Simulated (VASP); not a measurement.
Wanted: the native input for a VASP 6.6.1 run.

```
Task                   : single point
Functional             : PBE
Potentials or basis    : VASP PAW PBE potentials, release 64 (Na_pv, Ta_pv, O)
Cutoff                 : 600 eV
k mesh                 : 4 × 4 × 4
Occupations            : gaussian, width 0.2 eV
Spin                   : no spin polarisation
Dipole correction      : no
Further INCAR settings : ALGO = Normal; EDIFF = 1e-06; NBANDS = 33
```

The structure of NaTaO lies in POSCAR:

```
NaTaO
1.0
    2.1646385658      1.2497546570      5.3636351154
   -2.1646385658      1.2497546570      5.3636351154
    0.0000000000     -2.4995093191      5.3636351142
Na Ta O
2 2 2
Direct
    0.8567875554      0.8567875554      0.8567875554
    0.1432124446      0.1432124446      0.1432124446
    0.6285488486      0.6285488486      0.6285488486
    0.3714511514      0.3714511514      0.3714511514
    0.0000000000      0.0000000000      0.0000000000
    0.5000000000      0.5000000000      0.5000000000
```

The input as run:

INCAR

```
PREC     = Accurate       # precision mode
ENCUT    = 600            # plane-wave cutoff, eV
EDIFF    = 1E-6           # SCF threshold, eV
ISMEAR   = 0              # smearing method
SIGMA    = 0.2            # smearing width, eV
LREAL    = F              # projectors in reciprocal space
LASPH    = T              # aspherical terms in the spheres
NELM     = 120            # most SCF steps
ALGO     = Normal         # electronic algorithm
ISIF     = 2              # what is computed and relaxed
LWAVE    = F              # write WAVECAR
LCHARG   = F              # write CHGCAR
GGA      = PE             # functional
NBANDS   = 33             # bands
GGA_COMPAT= F
```

KPOINTS

```
regular mesh
0
Gamma
  4 4 4
```

Potentials or basis: VASP PAW PBE potentials, release 64 (Na_pv, Ta_pv, O).

Launch:

```console
$ cat potpaw_PBE.64/Na_pv/POTCAR potpaw_PBE.64/Ta_pv/POTCAR potpaw_PBE.64/O/POTCAR > POTCAR
$ mpirun -np 1 vasp_std > vasp.out
```

Results of the run:

```yaml
Pressure: 0.2 GPa
Largest_force: 0.080 eV/Å
Band_gap_on_the_k_mesh: zero (band 24 reaches 4.81 eV, above the bottom of band 25 at 4.63 eV)
```

Caveat: the k points lie up to 0.43 Å⁻¹ apart; spin-orbit coupling is left out, which moves the levels of the heavy elements.

Wall time 87 s on 1 thread of Intel Xeon 6975P-C (shared host), peak memory 0.34 GiB.
